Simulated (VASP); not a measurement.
Write the native input for VASP 6.6.1 that does the following.

- Task: single point
- Functional: PBE
- Potentials or basis: VASP PAW PBE potentials, release 64 (Mg, O)
- Cutoff: 520 eV
- k mesh: 9 × 9 × 6
- Occupations: gaussian, width 0.05 eV
- Spin: no spin polarisation
- Dipole correction: no
- Further INCAR settings: ALGO = Normal; EDIFF = 1e-06; NBANDS = 16

The structure of MgO lies in POSCAR:

```
MgO
1.0
    3.2379000000      0.0000000000      0.0000000000
   -1.6189500000      2.8041036549      0.0000000000
    0.0000000000      0.0000000000      4.7118000000
Mg O
2 2
Direct
    0.3333333333      0.6666666667      0.0063188013
    0.6666666667      0.3333333333      0.5063188013
    0.3333333333      0.6666666667      0.3982811987
    0.6666666667      0.3333333333      0.8982811987
```

One way to write it, as run:

INCAR

```
SYSTEM = MgO
PREC     = Accurate       ! precision mode
ENCUT    = 520            ! plane-wave cutoff, eV
EDIFF    = 1E-6           ! SCF threshold, eV
ISMEAR   = 0              ! smearing method
SIGMA    = 0.05           ! smearing width, eV
LREAL    = .FALSE.        ! projectors in reciprocal space
LASPH    = .TRUE.         ! aspherical terms in the spheres
NELM     = 60             ! most SCF steps
ALGO     = Normal         ! electronic algorithm
ISIF     = 2              ! what is computed and relaxed
LWAVE    = .FALSE.        ! write WAVECAR
LCHARG   = .FALSE.        ! write CHGCAR
GGA      = PE             ! functional
NBANDS   = 16             ! bands
```

KPOINTS

```
Automatic mesh
0
G
  9 9 6
  0 0 0
```

Potentials or basis: VASP PAW PBE potentials, release 64 (Mg, O).

Run with:

```bash
$ cat potpaw_PBE.64/Mg/POTCAR potpaw_PBE.64/O/POTCAR > POTCAR
$ mpirun -np 1 vasp_std > vasp.out
```

It gave:

| Property | Result |
| --- | --- |
| Pressure | 19.3 GPa |
| Largest force | 1.204 eV/Å |
| Band gap on the k mesh | 4.02 eV, direct |

Caveat: forces of over 1 eV/Å act on the atoms, so gaps and moduli don't describe the material at rest.

Run time: 37 s on 1 thread of Intel Xeon 8259CL (shared host), peak memory 0.17 GiB.
